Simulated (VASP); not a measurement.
A run of VASP 6.6.1:

The input INCAR:

```
  ALGO = Normal
  EDIFF = 1E-6
  ENCUT = 520
  GGA = PS
  ISIF = 2
  ISMEAR = 0
  LASPH = True
  LCHARG = False
  LREAL = False
  LWAVE = False
  NBANDS = 35
  NELM = 100
  PREC = Accurate
  SIGMA = 0.02
```

KPOINTS

```
k-points
0
Gamma
  12 12 2
```

File POSCAR:

```
MoS2
1.0
    3.3298717024      0.0000000000      0.0000000000
   -1.6649358512      2.8837534857      0.0000000000
    0.0000000000      0.0000000000     12.2842836374
Mo S
2 4
Direct
    0.6666666667      0.3333333333      0.2500000000
    0.3333333333      0.6666666667      0.7500000000
    0.6666666667      0.3333333333      0.6279149883
    0.3333333333      0.6666666667      0.3720850117
    0.6666666667      0.3333333333      0.8720850117
    0.3333333333      0.6666666667      0.1279149883
```

Potentials or basis: VASP PAW PBE potentials, release 64 (Mo_sv, S).

Run with:

```console
$ cat potpaw_PBE.64/Mo_sv/POTCAR potpaw_PBE.64/S/POTCAR > POTCAR
$ mpirun -np 1 vasp_std > vasp.out
```

Hardware: 1 thread of Intel(R) Xeon(R) 6975P-C (Granite Rapids), on a shared host.

**Question.** How long does it take, and how much memory?

**Answer.** It took 89 s on 1 thread of Intel(R) Xeon(R) 6975P-C (Granite Rapids) (shared host), peak memory 0.31 GiB. Counts: scf iterations 16, k points 38.
